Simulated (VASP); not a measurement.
Runs of VASP 6.6.1 on Rh. The structure is that of space group Fm-3m (No. 225), or close to it. The cells are those of the table. 

```tsv
cell	gap on the mesh (eV)	pressure (GPa)
a = 2.719 Å, angles 60.0°, 1 atom	none	-10.2
a = 2.666 Å, angles 60.0°, 1 atom	none	5.7
a = 2.638 Å, angles 60.0°, 1 atom	none	(b)
a = 2.745 Å, angles 60.0°, 1 atom	none	(a)
a = 2.693 Å, angles 60.0°, 1 atom	none	-3.0
```

Alike in all rows: task single point; level PBE+D3(BJ); potentials or basis VASP PAW PBE potentials, release 64 (Rh_pv); no spin polarisation; k mesh 13 × 13 × 13; cutoff (eV) 500; smearing methfessel-paxton 0.1 eV.

Question: Estimate the missing entries.

Answer: (a) -16.3; (b) 16.1.

Caveats: the cell stands under tension (at least some runs); the cell stands under pressure (at least some runs).

A k mesh can miss the band edges, and the runs leave out spin-orbit coupling on Rh.

A gap of «none» marks levels without a gap at the run's occupations.
